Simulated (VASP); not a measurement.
Set up this calculation in VASP 6.6.1, as the native input.

* Task: relaxation of cell and atoms
* Functional: PBE
* Potentials or basis: VASP PAW PBE potentials, release 64 (Ge_d)
* Cutoff: 600 eV
* k mesh: 4 × 4 × 4
* Occupations: gaussian, width 0.1 eV
* Spin: no spin polarisation
* Dipole correction: no
* Further INCAR settings: ALGO = Normal; EDIFF = 1e-06; IBRION = 2; EDIFFG = -0.04; NSW = 90; ISIF = 3

The structure of Ge lies in POSCAR:

```
Ge
1.0
    4.1235340900      0.0000000000      0.0000000000
    0.0000000000      4.1235340900      0.0000000000
    0.0000000000      0.0000000000      6.5983664000
Ge
6
Direct
    0.0000000000      0.0000000000      0.2500000000
    0.0000000000      0.0000000000      0.7500000000
    0.6566823100      0.2368163300      0.5000000000
    0.3433176900      0.7631836700      0.5000000000
    0.7631836700      0.6566823100      0.0000000000
    0.2368163300      0.3433176900      0.0000000000
```

The cell was generated, and may not be a known phase.

The input as run:

INCAR

```
SYSTEM = Ge
PREC     = Accurate       ! precision mode
ENCUT    = 600            ! plane-wave cutoff, eV
EDIFF    = 1E-6           ! SCF threshold, eV
ISMEAR   = 0              ! smearing method
SIGMA    = 0.1            ! smearing width, eV
LREAL    = .False.        ! projectors in reciprocal space
LASPH    = .True.         ! aspherical terms in the spheres
NELM     = 80             ! most SCF steps
ALGO     = Normal         ! electronic algorithm
ISIF     = 3              ! what is computed and relaxed
LWAVE    = .False.        ! write WAVECAR
LCHARG   = .False.        ! write CHGCAR
GGA      = PE             ! functional
IBRION   = 2              ! ionic algorithm
NSW      = 90             ! ionic steps
EDIFFG   = -0.04          ! ionic threshold
```

KPOINTS

```
regular mesh
0
Gamma
  4 4 4
  0 0 0
```

Potentials or basis: VASP PAW PBE potentials, release 64 (Ge_d).

Launch:

```sh
$ cat potpaw_PBE.64/Ge_d/POTCAR > POTCAR
$ mpirun -np 1 vasp_std > vasp.out
```

It gave:

* Relaxed volume: 22.34 Å³/atom
* Relaxed cell: a = 4.250 Å, b = 4.250 Å, c = 7.421 Å, α = 90.00°, β = 90.00°, γ = 90.00°
* Space group after relaxing (to 0.1 Å): P4_2/m (No. 84)
* Energy gained by relaxing: 199.4 meV/atom
* Ionic steps: 11
* Pressure after relaxing: -0.2 GPa
* Largest force after relaxing: 0.029 eV/Å
* Band gap on the k mesh: zero (bands 42 and 43 overlap by 0.11 eV)

Caveat: the k points lie up to 0.37 Å⁻¹ apart in the final cell; the volume moved by over 15 % at a fixed basis, so the end points are rough; semilocal functionals underestimate gaps, and a narrow one can read as zero.

Wall time 12 min on 1 thread of Intel(R) Xeon(R) Platinum 8375C CPU @ 2.90GHz (Ice Lake), with other jobs on the host, peak memory 0.3 GiB.
